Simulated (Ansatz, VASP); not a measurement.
AlAs in VASP and in Ansatz

```xyz
2
Lattice="0.0000 2.8304 2.8304 2.8304 0.0000 2.8304 2.8304 2.8304 0.0000" Properties=species:S:1:pos:R:3 pbc="T T T"
Al    0.0000    0.0000    0.0000
As    1.4152    1.4152    1.4152
```

Alike in both runs: task single point; functional PBE-based global hybrid; k mesh 4 × 4 × 4; no spin polarisation.

|  | VASP | Ansatz |
| --- | --- | --- |
| version | VASP 6.6.1 | Ansatz 0.2.0 |
| potentials or method | VASP PAW PBE potentials, release 64 (Al, As) | plane waves, PAW |
| plane-wave cutoff (eV) | 400 | 420 |
| occupations | gaussian, width 0.01 eV | fixed |
| valence electrons in the cell | 8 | 18 |

Ansatz gave:

| Item | Value |
| --- | --- |
| gap on the k mesh at the Fermi level (eV) | 2.49 |

Problem. Estimate VASP's values.

Solution. gap on the k mesh at the Fermi level (eV): 2.53.

VASP's potentials were made for PBE, not for PBE-based global hybrid. VASP's potentials hold 8 valence electrons a cell and Ansatz's 18, so a difference there can come from the potentials and not from the codes.

The k mesh is coarse, so the values compare programs but aren't converged.
